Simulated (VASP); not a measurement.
## MgB2: single point with LDA

Crystal: MgB2.

```xyz
3
Lattice="3.0220 0.0000 0.0000 -1.5110 2.6171 0.0000 0.0000 0.0000 3.4511" Properties=species:S:1:pos:R:3 pbc="T T T"
Mg    0.0000    0.0000    0.0000
B     1.5110    0.8724    1.7255
B     0.0000    1.7448    1.7255
```

This cell differs from its parent crystal: volume scaled by 0.94.

```yaml
Program: VASP 6.6.1
Task: single point
Functional: LDA
Potentials_or_basis: VASP PAW LDA potentials, release 64 (Mg, B)
Cutoff: 520 eV
k_mesh: 10 × 10 × 8
Occupations: fermi-dirac, width 0.05 eV
Spin: no spin polarisation
```

The pressure is 1.4 GPa and the band gap on the k mesh is zero (band 4 reaches 6.81 eV, above the bottom of band 5 at 4.26 eV).

Stress tensor (GPa, compression positive):
```
 2.47  0.00  0.00
 0.00  2.47  0.00
 0.00  0.00 -0.75
```

Levels at points of the mesh, in eV from the Fermi level:
```
           k point  band 1  band 2  band 3  band 4  band 5  band 6  band 7  band 8
(0.00, 0.00, 0.00)  -12.70   -3.10    0.36    0.36    1.75    6.50    6.50    8.85
(0.50, 0.00, 0.00)   -8.63   -8.07   -2.28    0.14    3.15    4.01    5.56    7.54
(0.00, 0.00, 0.50)  -11.31   -7.78    0.76    0.76    6.81    6.81    8.22   10.30
(0.50, 0.00, 0.50)   -7.57   -7.10   -3.77   -1.99   -1.41    6.16    9.10    9.17
```

Run time: 23 s on 1 thread of AMD EPYC 7R43 64-Core Processor (Zen 3), on a shared host, peak memory 0.11 GiB.
